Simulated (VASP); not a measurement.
Crystal: Y.

```
Y
1.0
     0.00000    3.50000    3.50000
     3.50000    0.00000    3.50000
     3.50000    3.50000    0.00000
Y
2
Cartesian
  7.0000 7.0000 7.0000
  1.7500 1.7500 1.7500
```

This isn't the form of Y at room conditions, which is hcp.

| Item | Value |
| --- | --- |
| Program | VASP 6.6.1 |
| Task | relaxation of cell and atoms |
| Functional | PBEsol |
| Potentials or basis | VASP PAW PBE potentials, release 64 (Y_sv) |
| Cutoff | 500 eV |
| k mesh | 10 × 10 × 10 |
| Occupations | methfessel-paxton, width 0.1 eV |
| Spin | no spin polarisation |

At the start: pressure -1.0 GPa; volume 42.88 Å³/atom.

How do energy, volume and symmetry change on relaxing?

Over 7 steps the energy falls by 9.0 meV/atom and the volume is 39.56 Å³/atom (-7.7 %); space group Fd-3m (No. 227, to 0.1 Å) before and after.

The path:
| step | energy change (eV) | largest force (eV/Å) | pressure (GPa) | volume (Å³) |
| --- | --- | --- | --- | --- |
| 1 | 0.0000 | 0.0000 | -1.04 | 85.75 |
| 2 | -0.0146 | 0.0000 | -0.34 | 82.34 |
| 3 | -0.0171 | 0.0000 | -0.16 | 80.60 |
| 4 | -0.0154 | 0.0000 | 0.51 | 77.19 |
| 5 | -0.0178 | 0.0000 | -0.09 | 79.74 |
| 6 | -0.0180 | 0.0000 | 0.05 | 78.79 |
| 7 | -0.0181 | 0.0000 | -0.01 | 79.12 |

Final structure:
```
Y
1.0
     0.00000    3.40743    3.40743
     3.40743    0.00000    3.40743
     3.40743    3.40743    0.00000
Y
2
Direct
  0.00000 0.00000 0.00000
  0.25000 0.25000 0.25000
```

Caveat: the PAW data sets were made with another functional, which shifts forces and pressure a little.
